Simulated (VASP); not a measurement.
# Tl (I4/mmm) in VASP: notebook

Runs on Tl. Level: PBE+D3(BJ). Tasks: single point.

Program: VASP 6.6.1. These are calculated values, not measurements. Logs are shortened: lines on timing, memory, paths and dates and some standing lists are left out, and cuts for length are marked.

**1. The cell of the first run**

The structure is tetragonal, space group I4/mmm (No. 139). The conventional cell has a = 3.688 Å, b = 3.688 Å, c = 3.979 Å, α = 90.00°, β = 90.00°, γ = 90.00°. Tl (site symmetry 4/mmm) has 14 Tl at 3.28 to 3.98 Å within 4.3 Å.

**2. Single point, PBE+D3(BJ) (strain -0.050 along x and y, +0.025 along z)**

File INCAR:

```
SYSTEM = Tl
PREC     = Accurate       ! precision mode
ENCUT    = 520            ! plane-wave cutoff, eV
EDIFF    = 1E-6           ! SCF threshold, eV
ISMEAR   = 0              ! smearing method
SIGMA    = 0.15           ! smearing width, eV
LREAL    = .FALSE.        ! projectors in reciprocal space
LASPH    = .TRUE.         ! aspherical terms in the spheres
NELM     = 60             ! most SCF steps
ALGO     = Fast           ! electronic algorithm
ISIF     = 2              ! what is computed and relaxed
LWAVE    = .FALSE.        ! write WAVECAR
LCHARG   = .FALSE.        ! write CHGCAR
GGA      = PE             ! functional
IVDW     = 12             ! dispersion correction
NBANDS   = 12             ! bands
```

File KPOINTS:

```
regular mesh
0
G
  18 18 18
  0 0 0
```

File POSCAR:

```
Tl
1.0
   -1.8439500000      1.8439500000      1.9895250000
    1.8439500000     -1.8439500000      1.9895250000
    1.8439500000      1.8439500000     -1.9895250000
Tl
1
Direct
    0.0000000000      0.0000000000      0.0000000000
```

Potentials or basis: VASP PAW PBE potentials, release 64 (Tl_d).

Command:

```
> cat potpaw_PBE.64/Tl_d/POTCAR > POTCAR
> mpirun -np 1 vasp_std > vasp.out
```

OUTCAR:

```text
SYSTEM = Tl
   PREC = Accurate
   ENCUT = 520
   EDIFF = 1E-6
   ISMEAR = 0
   LREAL = .FALSE.
   LASPH = .TRUE.
   NELM = 60
   ISIF = 2
   GGA = PE
   IVDW = 12
 IVDW          = 12

 ion  position               nearest neighbor table
   1  0.000  0.000  0.000-

  LATTYP: Found a body centered tetragonal cell.
 ALAT       =     3.6879000000
 C/A-ratio  =     1.0789473684

  Lattice vectors:

 A1 = (  -1.8439500000,   1.8439500000,   1.9895250000)
 A2 = (   1.8439500000,  -1.8439500000,   1.9895250000)
 A3 = (   1.8439500000,   1.8439500000,  -1.9895250000)

Analysis of symmetry for initial positions (statically):
=====================================================================
 Subroutine PRICEL returns:
 Original cell was already a primitive cell.

 Routine SETGRP: Setting up the symmetry group for a
 body centered tetragonal supercell.

 Subroutine GETGRP returns: Found 16 space group operations
 (whereof 16 operations were pure point group operations)
 out of a pool of 16 trial point group operations.

The static configuration has the point symmetry D_4h.

Analysis of symmetry for dynamics (positions and initial velocities):
=====================================================================
 Subroutine PRICEL returns:
 Original cell was already a primitive cell.

 Routine SETGRP: Setting up the symmetry group for a
 body centered tetragonal supercell.

 Subroutine GETGRP returns: Found 16 space group operations
 (whereof 16 operations were pure point group operations)
 out of a pool of 16 trial point group operations.

The dynamic configuration has the point symmetry D_4h.

 Subroutine INISYM returns: Found 16 space group operations
 (whereof 16 operations are pure point group operations),
 and found     1 'primitive' translations

----------------------------------------------------------------------------------------

                                     Primitive cell

  volume of cell :      27.0587

  direct lattice vectors                    reciprocal lattice vectors
    -1.843950000  1.843950000  1.989525000     0.000000000  0.271157027  0.251316269
     1.843950000 -1.843950000  1.989525000     0.271157027  0.000000000  0.251316269
     1.843950000  1.843950000 -1.989525000     0.271157027  0.271157027  0.000000000

  length of vectors
     3.280017215  3.280017215  3.280017215     0.369710698  0.369710698  0.383473945

  position of ions in fractional coordinates (direct lattice)
     0.000000000  0.000000000  0.000000000

  ion indices of the primitive-cell ions
   primitive index   ion index
                 1           1

----------------------------------------------------------------------------------------

 KPOINTS: regular mesh

Automatic generation of k-mesh.
 Grid dimensions read from file:
 generate k-points for:   18   18   18

 Generating k-lattice:

  Cartesian coordinates                     Fractional coordinates (reciprocal lattice)
     0.000000000  0.015064279  0.013962015     0.055555556 -0.000000000  0.000000000
     0.015064279  0.000000000  0.013962015    -0.000000000  0.055555556  0.000000000
     0.015064279  0.015064279  0.000000000     0.000000000  0.000000000  0.055555556

  Length of vectors
     0.020539483  0.020539483  0.021304108

  Shift w.r.t. Gamma in fractional coordinates (k-lattice)
     0.000000000  0.000000000  0.000000000

 Subroutine IBZKPT returns following result:
 ===========================================

 Found    480 irreducible k-points:

 Following reciprocal coordinates:
            Coordinates               Weight
  0.000000  0.000000  0.000000      1.000000
  0.055556 -0.000000  0.000000      8.000000
  0.111111 -0.000000  0.000000      8.000000
  0.166667 -0.000000  0.000000      8.000000
  0.222222 -0.000000  0.000000      8.000000
  0.277778 -0.000000  0.000000      8.000000
[... 16 lines left out ...]
 -0.277778  0.055556 -0.000000     16.000000
 -0.222222  0.055556  0.000000     16.000000
 [... further k-points ...]
   k-points           NKPTS =    480   k-points in BZ     NKDIM =    480   number of bands    NBANDS=     12
   number of dos      NEDOS =    301   number of ions     NIONS =      1
   total plane-waves  NPLWV =  13824
   dimension x,y,z NGX =    24 NGY =   24 NGZ =   24
   dimension x,y,z NGXF=    48 NGYF=   48 NGZF=   48
   ions per type =               1
   NGX,Y,Z   is equivalent  to a cutoff of  12.16, 12.16, 12.16 a.u.
   NGXF,Y,Z  is equivalent  to a cutoff of  24.33, 24.33, 24.33 a.u.
 SYSTEM =  Tl
   PREC   = accura    normal or accurate (medium, high low for compatibility)
   ISTART =      0    job   : 0-new  1-cont  2-samecut
   ICHARG =      2    charge: 1-file 2-atom 10-const
   ISPIN  =      1    spin polarized calculation?
   LNONCOLLINEAR =      F non collinear calculations
   LSORBIT =      F    spin-orbit coupling
   LASPH  =      T    aspherical Exc in radial PAW
   ENCUT  =  520.0 eV  38.22 Ry    6.18 a.u.   6.10  6.10  6.10*2*pi/ulx,y,z
[... 65 lines left out ...]
      7      18.2192      0.00000
      8      18.5632      0.00000
      9      18.5632      0.00000
     10      19.0702      0.00000
     11      20.3627      0.00000
     12      20.3627      0.00000

 k-point     2 :       0.0556   -0.0000    0.0000
  band No.  band energies     occupation
      1      -4.6140      2.00000
      2      -4.6115      2.00000
      3      -4.5041      2.00000
      4      -4.1694      2.00000
      5      -4.0691      2.00000
      6      -3.1853      2.00000
      7      17.4744      0.00000
      8      18.2890      0.00000
      9      18.3392      0.00000
     10      19.0200      0.00000
     11      20.1617      0.00000
     12      20.2625      0.00000

 k-point     3 :       0.1111   -0.0000    0.0000
  band No.  band energies     occupation
      1      -4.6062      2.00000
      2      -4.6039      2.00000
      3      -4.4642      2.00000
      4      -4.1811      2.00000
      5      -4.0790      2.00000
      6      -2.9647      2.00000
      7      15.6596      0.00000
      8      17.7401      0.00000
      9      17.8725      0.00000
     10      19.0934      0.00000
     11      19.8000      0.00000
     12      20.0607      0.00000

 k-point     4 :       0.1667   -0.0000    0.0000
  band No.  band energies     occupation
      1      -4.6212      2.00000
      2      -4.6012      2.00000
      3      -4.3782      2.00000
      4      -4.1978      2.00000
      5      -4.0899      2.00000
      6      -2.5878      2.00000
      7      13.6570      0.00000
      8      16.9382      0.00000
      9      17.2887      0.00000
     10      19.0661      0.00000
     11      19.7547      0.00000
     12      19.8600      0.00000

 k-point     5 :       0.2222   -0.0000    0.0000
  band No.  band energies     occupation
      1      -4.6488      2.00000
      2      -4.6175      2.00000
      3      -4.2600      2.00000
      4      -4.2113      2.00000
      5      -4.0975      2.00000
      6      -2.0523      2.00000
      7      11.6730      0.00000
      8      16.0894      0.00000
      9      16.6682      0.00000
     10      18.8220      0.00000
     11      19.6857      0.00000
     12      20.1560      0.00000
[... 228 lines left out ...]
      1      -4.7306      2.00000
      2      -4.7045      2.00000
      3      -4.2213      2.00000
      4      -4.0850      2.00000
      5      -3.9515      2.00000
      6       0.0355      2.00000
      7       7.1134      1.58729
      8      13.9201      0.00000
      9      15.1416      0.00000
     10      18.7997      0.00000
     11      19.7498      0.00000
     12      20.8780      0.00000

 k-point    22 :      -0.3333    0.0556    0.0000
  band No.  band energies     occupation
      1      -4.6996      2.00000
      2      -4.6631      2.00000
      3      -4.2199      2.00000
      4      -4.1027      2.00000
      5      -4.0598      2.00000
      6      -0.8684      2.00000
      7       8.8200      0.00000
      8      14.5144      0.00000
      9      15.5393      0.00000
     10      18.9501      0.00000
     11      19.8197      0.00000
     12      20.3713      0.00000

 k-point    23 :      -0.2778    0.0556   -0.0000
  band No.  band energies     occupation
      1      -4.6678      2.00000
      2      -4.6235      2.00000
      3      -4.2136      2.00000
      4      -4.2052      2.00000
      5      -4.0910      2.00000
      6      -1.6376      2.00000
      7      10.6526      0.00000
      8      15.2439      0.00000
      9      16.0475      0.00000
     10      19.1574      0.00000
     11      19.8748      0.00000
     12      19.9290      0.00000

 k-point    24 :      -0.2222    0.0556    0.0000
  band No.  band energies     occupation
      1      -4.6405      2.00000
      2      -4.5968      2.00000
      3      -4.3264      2.00000
      4      -4.1982      2.00000
      5      -4.0932      2.00000
      6      -2.2576      2.00000
      7      12.5815      0.00000
      8      16.0645      0.00000
      9      16.6368      0.00000
     10      19.3878      0.00000
     11      19.4835      0.00000
     12      20.0230      0.00000

 [... further k-points ...]

------------------------ aborting loop because EDIFF is reached ----------------------------------------

 Edisp (eV)   -0.36257

 E8    (eV) :    -0.1896

  FORCE on cell =-STRESS in cart. coord.  units (eV):
  Direction    XX          YY          ZZ          XY          YZ          ZX
  --------------------------------------------------------------------------------------
  -------------------------------------------------------------------------------------
  Total       0.64571     0.64571     0.53376     0.00000     0.00000     0.00000
  in kB      38.23293    38.23293    31.60447     0.00000     0.00000     0.00000
  external pressure =       36.02 kB  Pullay stress =        0.00 kB

 VOLUME and BASIS-vectors are now :
 -----------------------------------------------------------------------------
  energy-cutoff  :      520.00
  volume of cell :       27.06
      direct lattice vectors                 reciprocal lattice vectors
    -1.843950000  1.843950000  1.989525000     0.000000000  0.271157027  0.251316269
     1.843950000 -1.843950000  1.989525000     0.271157027  0.000000000  0.251316269
     1.843950000  1.843950000 -1.989525000     0.271157027  0.271157027  0.000000000

 POSITION                                       TOTAL-FORCE (eV/Angst)
 -----------------------------------------------------------------------------------
      0.00000      0.00000      0.00000        -0.000000     -0.000000      0.000000
 -----------------------------------------------------------------------------------
    total drift:                               -0.000000      0.000000      0.000000

  FREE ENERGIE OF THE ION-ELECTRON SYSTEM (eV)
  ---------------------------------------------------
  free  energy   TOTEN  =        -2.5154133756 eV

  energy  without entropy=       -2.5101166037  energy(sigma->0) =       -2.51276499
```

Wall time 52 s (1 thread of AMD EPYC 9R45 (Zen 5), shared host); peak memory 0.23 GiB.

Results:

```
Free energy                : -2.5154 eV
Pressure                   : 3.6 GPa
Band gap on the k mesh     : zero (an odd number of electrons rules out a gap without spin polarisation)
Dispersion energy per atom : -0.363 eV
```

Levels at points of the mesh, in eV from the Fermi level:
| k point | band 4 | band 5 | band 6 | band 7 | band 8 | band 9 |
| --- | --- | --- | --- | --- | --- | --- |
| (0.00, 0.00, 0.00) | -11.37 | -11.27 | -10.46 | 11.02 | 11.36 | 11.36 |
| (0.50, 0.00, 0.00) | -11.27 | -10.99 | -5.13 | -3.06 | 6.47 | 7.78 |
| (0.50, 0.50, 0.00) | -11.25 | -10.96 | -4.67 | -2.81 | 5.41 | 6.50 |
| (0.50, 0.50, 0.50) | -11.04 | -11.04 | -1.40 | 0.45 | 1.94 | 1.94 |

Caveat: the cell differs from its parent crystal (strain -0.050 along x and y, +0.025 along z); the cell stands under pressure; spin-orbit coupling is left out, which moves the levels of the heavy elements.

**3. Single point, PBE+D3(BJ) (strain -0.050 along x and y, +0.050 along z)**

File INCAR:

```
ALGO = Fast
EDIFF = 1E-6
ENCUT = 520
GGA = PE
ISIF = 2
ISMEAR = 0
IVDW = 12
LASPH = True
LCHARG = True
LELF = True
LREAL = False
LVHAR = True
LWAVE = False
NBANDS = 12
NELM = 100
PREC = Accurate
SIGMA = 0.15
```

File KPOINTS:

```
k-points
0
Gamma
  18 18 18
```

File POSCAR:

```
Tl
1.0
   -1.8439500000      1.8439500000      2.0380500000
    1.8439500000     -1.8439500000      2.0380500000
    1.8439500000      1.8439500000     -2.0380500000
Tl
1
Direct
    0.0000000000      0.0000000000      0.0000000000
```

Potentials or basis: VASP PAW PBE potentials, release 64 (Tl_d).

Command:

```
> cat potpaw_PBE.64/Tl_d/POTCAR > POTCAR
> mpirun -np 1 vasp_std > vasp.out
```

Run time: 83 s. Hardware: 1 thread of AMD EPYC 9R45 (Zen 5), shared host; peak memory 0.25 GiB.

Results (log left out):

```yaml
Free_energy: -2.5263 eV
Pressure: 2.4 GPa
Band_gap_on_the_k_mesh: zero (an odd number of electrons rules out a gap without spin polarisation)
Dispersion_energy_per_atom: -0.354 eV
```

Stress tensor (GPa, compression positive):
```
2.67 0.00 0.00
0.00 2.67 0.00
0.00 0.00 1.98
```

Levels at points of the mesh, in eV from the Fermi level:
```tsv
k point	band 4	band 5	band 6	band 7	band 8	band 9
(0.00, 0.00, 0.00)	-11.36	-11.24	-10.28	10.68	11.06	11.06
(0.50, 0.00, 0.00)	-11.24	-10.99	-5.17	-2.97	6.50	7.84
(0.50, 0.50, 0.00)	-11.22	-10.96	-4.60	-2.64	5.15	6.19
(0.50, 0.50, 0.50)	-11.03	-11.03	-1.64	0.21	2.11	2.11
```

Caveat: the cell differs from its parent crystal (strain -0.050 along x and y, +0.050 along z); spin-orbit coupling is left out, which moves the levels of the heavy elements.

**4. Single point, PBE+D3(BJ) (strain +0.025 along x and y, -0.050 along z)**

File INCAR:

```
PREC = Accurate
ENCUT = 520
EDIFF = 1E-6
ISMEAR = 0
SIGMA = 0.15
LREAL = False
LASPH = True
NELM = 80
ALGO = Fast
ISIF = 2
LWAVE = False
LCHARG = False
GGA = PE
IVDW = 12
NBANDS = 12
```

File KPOINTS:

```
Automatic mesh
0
Gamma
  18 18 18
```

File POSCAR:

```
Tl
1.0
   -1.9895250000      1.9895250000      1.8439500000
    1.9895250000     -1.9895250000      1.8439500000
    1.9895250000      1.9895250000     -1.8439500000
Tl
1
Direct
    0.0000000000      0.0000000000      0.0000000000
```

Command:

```
> cat potpaw_PBE.64/Tl_d/POTCAR > POTCAR
> mpirun -np 1 vasp_std > vasp.out
```

Run time: 87 s. Hardware: 1 thread of AMD EPYC 9R45 (Zen 5), shared host; peak memory 0.26 GiB.

The run converged. Its results:

| Property | Result |
| --- | --- |
| Free energy | -2.5423 eV |
| Pressure | 0.4 GPa |
| Band gap on the k mesh | zero (an odd number of electrons rules out a gap without spin polarisation) |
| Dispersion energy per atom | -0.335 eV |

Stress tensor (GPa, compression positive):
```
0.19 0.00 0.00
0.00 0.19 0.00
0.00 0.00 0.82
```

Levels at points of the mesh, in eV from the Fermi level:
```csv
k point,band 2,band 3,band 4,band 5,band 6,band 7,band 8,band 9,band 10,band 11
"(0.00, 0.00, 0.00)",-11.64,-11.64,-11.34,-11.24,-9.94,10.12,10.12,11.10,12.27,12.27
"(0.50, 0.00, 0.00)",-11.83,-11.31,-11.21,-11.00,-4.89,-2.60,5.42,6.66,9.53,10.78
"(0.50, 0.50, 0.00)",-11.79,-11.38,-11.30,-11.02,-5.36,-2.83,6.46,7.95,10.86,11.93
"(0.50, 0.50, 0.50)",-11.87,-11.08,-11.08,-11.05,-1.85,0.94,0.94,2.43,5.99,7.03
```

Caveat: the cell differs from its parent crystal (strain +0.025 along x and y, -0.050 along z); spin-orbit coupling is left out, which moves the levels of the heavy elements.

**5. Single point, PBE+D3(BJ) (strain -0.025 along x and y, +0.050 along z)**

File INCAR:

```
PREC = Accurate
ENCUT = 520
EDIFF = 1E-6
ISMEAR = 0
SIGMA = 0.15
LREAL = False
LASPH = True
NELM = 60
ALGO = Fast
ISIF = 2
LWAVE = False
LCHARG = True
GGA = PE
IVDW = 12
LELF = True
LVHAR = True
NBANDS = 12
```

KPOINTS is that of step 4.

File POSCAR:

```
Tl
1.0
   -1.8924750000      1.8924750000      2.0380500000
    1.8924750000     -1.8924750000      2.0380500000
    1.8924750000      1.8924750000     -2.0380500000
Tl
1
Direct
    0.0000000000      0.0000000000      0.0000000000
```

Command:

```
> cat potpaw_PBE.64/Tl_d/POTCAR > POTCAR
> mpirun -np 1 vasp_std > vasp.out
```

It took 81 s on 1 thread of AMD EPYC 9R45 (Zen 5), shared host; peak memory 0.26 GiB.

It converged, with:

```
Free energy                : -2.5414 eV
Pressure                   : 0.4 GPa
Band gap on the k mesh     : zero (an odd number of electrons rules out a gap without spin polarisation)
Dispersion energy per atom : -0.335 eV
```

Stress tensor (GPa, compression positive):
```
 0.59  0.00  0.00
 0.00  0.59  0.00
 0.00  0.00 -0.01
```

Levels at points of the mesh, in eV from the Fermi level:
```tsv
k point	band 2	band 3	band 4	band 5	band 6	band 7	band 8	band 9	band 10	band 11
(0.00, 0.00, 0.00)	-11.70	-11.61	-11.31	-11.24	-9.93	10.25	10.60	10.60	11.74	12.84
(0.50, 0.00, 0.00)	-11.81	-11.36	-11.24	-11.01	-5.17	-2.74	6.09	7.49	10.39	11.52
(0.50, 0.50, 0.00)	-11.83	-11.23	-11.23	-10.98	-4.77	-2.52	5.13	6.29	9.17	10.46
(0.50, 0.50, 0.50)	-11.86	-11.08	-11.05	-11.05	-1.84	0.54	1.90	1.90	6.17	6.87
```

Caveat: the cell differs from its parent crystal (strain -0.025 along x and y, +0.050 along z); spin-orbit coupling is left out, which moves the levels of the heavy elements.

**6. Overview**

| cell | gap on the mesh (eV) | pressure (GPa) |
| --- | --- | --- |
| a = 3.280 Å, angles 111.6, 111.6, 105.3°, 1 atom | none | 3.6 |
| a = 3.310 Å, angles 112.3, 112.3, 104.0°, 1 atom | none | 2.4 |
| a = 3.364 Å, angles 107.5, 107.5, 113.5°, 1 atom | none | 0.4 |
| a = 3.364 Å, angles 111.5, 111.5, 105.4°, 1 atom | none | 0.4 |

Alike in all rows: task single point; level PBE+D3(BJ); potentials or basis VASP PAW PBE potentials, release 64 (Tl_d); no spin polarisation; k mesh 18 × 18 × 18; cutoff (eV) 520; smearing gaussian 0.15 eV.

Caveats: spin-orbit coupling is left out, which moves the levels of the heavy elements; the cell stands under pressure (at least some runs).

Total energies depend on the potentials used, so only differences within one code and one set of settings carry meaning.
